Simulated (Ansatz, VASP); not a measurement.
One calculation of HfC, two programs

Contents of INCAR:

```
SYSTEM = HfC
PREC = Accurate
ENCUT = 520
EDIFF = 1E-6
ISMEAR = 0
SIGMA = 0.018000000000000002
LREAL = .False.
LASPH = .True.
NELM = 60
ALGO = Normal
ISIF = 2
LWAVE = .False.
LCHARG = .False.
GGA = PE
NBANDS = 14
```

The input KPOINTS:

```
regular mesh
0
Gamma
  12 12 12
  0 0 0
```

File POSCAR:

```
HfC
1.0
   -1.3966732300      2.4971805100      1.8473367300
    1.3966732300     -2.4971805100      1.8473367300
    1.3966732300      2.4971805100     -1.8473367300
Hf C
1 1
Direct
    0.9847118300      0.9847118300      0.0000000000
    0.6794548300      0.1794548300      0.5000000000
```

The input input.yaml:

```yaml
crystal:
  lattice:
    - [-1.39667323, 2.49718051, 1.84733673]
    - [1.39667323, -2.49718051, 1.84733673]
    - [1.39667323, 2.49718051, -1.84733673]
  atoms:
    - { symbol: Hf, position: [0.98471183, 0.98471183, 0.0] }
    - { symbol: C, position: [0.67945483, 0.17945483, 0.5] }
hamiltonian:
  xc: pbe
  pseudopotentials: { kind: paw }
kpoints:
  mp_grid: { grid: [12, 12, 12] }
scf:
  occupations: { method: gaussian, width: 0.018 }
output:
  forces: true
  stress: true
  eigenvalues: true
```

Alike in both runs: task single point; functional PBE; k mesh 12 × 12 × 12; occupations gaussian, width 0.018 eV; no spin polarisation.

|  | VASP | Ansatz |
| --- | --- | --- |
| version | VASP 6.6.1 | Ansatz 0.2.0 |
| potentials or method | VASP PAW PBE potentials, release 64 (Hf_pv, C) | Ansatz PAW |
| plane-wave cutoff (eV) | 520 | 420 |
| valence electrons in the cell | 14 | 30 |

|  | VASP | Ansatz | Ansatz less VASP |
| --- | --- | --- | --- |
| gap on the k mesh at the Fermi level (eV) | 0.36 | 0.38 | +0.018 |
| least direct gap on the mesh (eV) | 0.86 | 0.87 | +0.005 |
| rms of the force components (eV/Å) | 6.787 | 6.630 | -0.1569 |

Atom by atom the forces differ by 0.157 eV/Å (rms over components). The functional is the same, so the differences come from potentials, cutoffs and numerics. VASP's potentials hold 14 valence electrons a cell and Ansatz's 30, so a difference there can come from the potentials and not from the codes.

Spin-orbit coupling is off throughout.
